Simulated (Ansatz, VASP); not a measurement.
# Sr2RePdO6 in VASP and in Ansatz

INCAR

```
  ALGO = Normal
  EDIFF = 1E-7
  ENCUT = 520
  GGA = PE
  ISIF = 2
  ISMEAR = -1
  LASPH = T
  LCHARG = T
  LELF = T
  LREAL = F
  LVHAR = T
  LWAVE = F
  NBANDS = 48
  NELM = 100
  PREC = Accurate
  SIGMA = 0.1
```

File KPOINTS:

```
k-points
0
Gamma
  5 5 5
```

The input POSCAR:

```
Sr2RePdO6
1.0
    0.0000000000      5.5995780000      0.0000000000
    5.5995780000      0.0000000000      0.0000000000
    2.7997890000      2.7997890000     -3.9977730000
Re Pd O Sr
1 1 6 2
Direct
    0.5000000000      0.5000000000      0.0000000000
    0.0000000000      0.0000000000      0.0000000000
    0.2277000000      0.2861000000      0.0000000000
    0.2861000000      0.7723000000      0.0000000000
    0.7723000000      0.7139000000      0.0000000000
    0.7139000000      0.2277000000      0.0000000000
    0.2571000000      0.2571000000      0.4858000000
    0.7429000000      0.7429000000      0.5142000000
    0.7500000000      0.2500000000      0.5000000000
    0.2500000000      0.7500000000      0.5000000000
```

Input for Ansatz:

```yaml
crystal:
  lattice:
    - [0.0, 5.599578, 0.0]
    - [5.599578, 0.0, 0.0]
    - [2.799789, 2.799789, -3.997773]
  atoms:
    - { symbol: Re, position: [0.5, 0.5, 0.0] }
    - { symbol: Pd, position: [0.0, 0.0, 0.0] }
    - { symbol: O, position: [0.2277, 0.2861, 0.0] }
    - { symbol: O, position: [0.2861, 0.7723, 0.0] }
    - { symbol: O, position: [0.7723, 0.7139, 0.0] }
    - { symbol: O, position: [0.7139, 0.2277, 0.0] }
    - { symbol: O, position: [0.2571, 0.2571, 0.4858] }
    - { symbol: O, position: [0.7429, 0.7429, 0.5142] }
    - { symbol: Sr, position: [0.75, 0.25, 0.5] }
    - { symbol: Sr, position: [0.25, 0.75, 0.5] }
  symmetry: { tolerance: 0.0003 }
kpoints:
  mp_grid: { grid: [5, 5, 5], shift: [0, 0, 0] }
magnetization:
  spin_polarized: false
scf:
  occupations: { method: fermi_dirac }
hamiltonian:
  pseudopotentials: { kind: paw }
  xc: pbe
basis:
  ecutwfc: 420
  ecutrho_ratio: 9
output:
  forces: true
  stress: true
  eigenvalues: true
```

Alike in both runs: task single point; functional PBE; k mesh 5 × 5 × 5; no spin polarisation.

|  | VASP | Ansatz |
| --- | --- | --- |
| version | VASP 6.6.1 | Ansatz 0.2.0 |
| potentials or method | VASP PAW PBE potentials, release 64 (Re, Pd, O, Sr_sv), cutoff 520 eV | PAW plane waves |
| occupations | fermi-dirac, width 0.1 eV | fermi-dirac |
| valence electrons in the cell | 73 | 89 |

VASP gave:

- gap on the k mesh at the Fermi level (eV): none
- pressure (GPa): 10.1
- traceless stress, the component that is largest in VASP (GPa): 0.07
- rms of the force components (eV/Å): 0.520

**Question.** Estimate Ansatz's values.

**Answer.** gap on the k mesh at the Fermi level (eV): none; pressure (GPa): 8.4; traceless stress, the component that is largest in VASP (GPa): 0.06; rms of the force components (eV/Å): 0.676.

Atom by atom the forces differ by 0.169 eV/Å (rms over components). A gap of «none» marks a metal or a gap that the smearing closes. VASP's potentials hold 73 valence electrons a cell and Ansatz's 89, so a difference there can come from the potentials and not from the codes.

Neither program's run includes spin-orbit coupling.
